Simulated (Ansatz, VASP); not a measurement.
**Ni: VASP beside Ansatz**

```
Ni
1.0
    -1.40099    1.40099    1.40099
     1.40099   -1.40099    1.40099
     1.40099    1.40099   -1.40099
Ni
1
Cartesian
  0.0000 0.0000 0.0000
```

Alike in both runs: functional PBE; k mesh 8 × 8 × 8; occupations gaussian, width 0.1 eV; collinear spin.

Ansatz relaxed the structure, and its values are those at the end. VASP's run is a single point on that final structure, the one shown.

|  | VASP | Ansatz |
| --- | --- | --- |
| version | VASP 6.6.1 | Ansatz 0.2.0 |
| potentials or method | VASP PAW PBE potentials, release 64 (Ni), cutoff 520 eV | scalar-relativistic, plane waves, PAW |
| valence electrons in the cell | 10 | 18 |

|  | VASP | Ansatz | Ansatz less VASP |
| --- | --- | --- | --- |
| gap on the k mesh at the Fermi level (eV) | none | none | - |
| pressure (GPa) | -0.1 | 0.2 | +0.32 |
| net moment per atom (μB) | 0.57 | 0.57 | +0.001 |
| size of the moment on the site where the two differ most (μB) | 0.58 | 0.60 | +0.024 |

Site moments also hang on the region over which each program counts them. A gap of «none» marks a metal or a gap that the smearing closes. VASP's potentials hold 10 valence electrons a cell and Ansatz's 18, so a difference there can come from the potentials and not from the codes.

The k mesh is coarse, so the values compare programs but aren't converged.
